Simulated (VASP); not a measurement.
TiSi2: single point with LDA

Crystal: TiSi2.

```xyz
3
Lattice="-1.4411 1.6701 4.1004 1.4411 -1.6701 4.1004 1.4411 1.6701 -4.1004" Properties=species:S:1:pos:R:3 pbc="T T T"
Ti    0.0000    0.0000    0.0000
Si    0.0000    0.0000    2.8625
Si    0.0000    0.0000    5.3383
```

This cell differs from its parent crystal: atoms shifted along a free coordinate.

```yaml
Program: VASP 6.6.1
Task: single point
Functional: LDA
Potentials_or_basis: VASP PAW LDA potentials, release 64 (Ti_sv, Si)
Cutoff: 520 eV
k_mesh: 18 × 18 × 18
Occupations: gaussian, width 0.15 eV
Spin: no spin polarisation
```

```
Pressure               : 9.1 GPa
Largest force          : 1.770 eV/Å
Band gap on the k mesh : zero (bands 10 and 11 overlap by 2.84 eV)
```

Forces in eV/Å, atoms in the order of the input:
```
Ti   0.000  0.000  0.000
Si   0.000  0.000 -1.770
Si   0.000  0.000  1.770
```

Stress tensor (GPa, compression positive):
```
 7.71  0.00  0.00
 0.00 12.34  0.00
 0.00  0.00  7.21
```

Levels at points of the mesh, in eV from the Fermi level:
```tsv
k point	band 7	band 8	band 9	band 10	band 11	band 12	band 13	band 14
(0.00, 0.00, 0.00)	-3.88	-1.65	-0.97	1.14	2.42	2.62	3.20	4.30
(0.50, 0.00, 0.00)	-4.45	-4.06	-0.64	0.54	2.26	2.71	3.63	4.01
(0.00, 0.50, 0.00)	-3.95	-3.83	-1.52	-0.33	1.10	3.57	3.90	3.92
(0.50, 0.50, 0.00)	-4.65	-3.81	-2.50	-1.54	-1.17	3.17	3.88	3.95
(0.50, 0.50, 0.50)	-1.43	-0.56	0.07	0.41	2.13	2.48	3.16	4.22
```

Run time: 12 min on 1 thread of Intel(R) Xeon(R) Platinum 8259CL CPU @ 2.50GHz (Skylake/Cascade Lake), with other jobs on the host, peak memory 0.63 GiB.

Caveat: the cell differs from its parent crystal (atoms shifted along a free coordinate); the stress differs along the axes, from 7 to 12 GPa; forces of over 1 eV/Å act on the atoms, so gaps and moduli don't describe the material at rest.
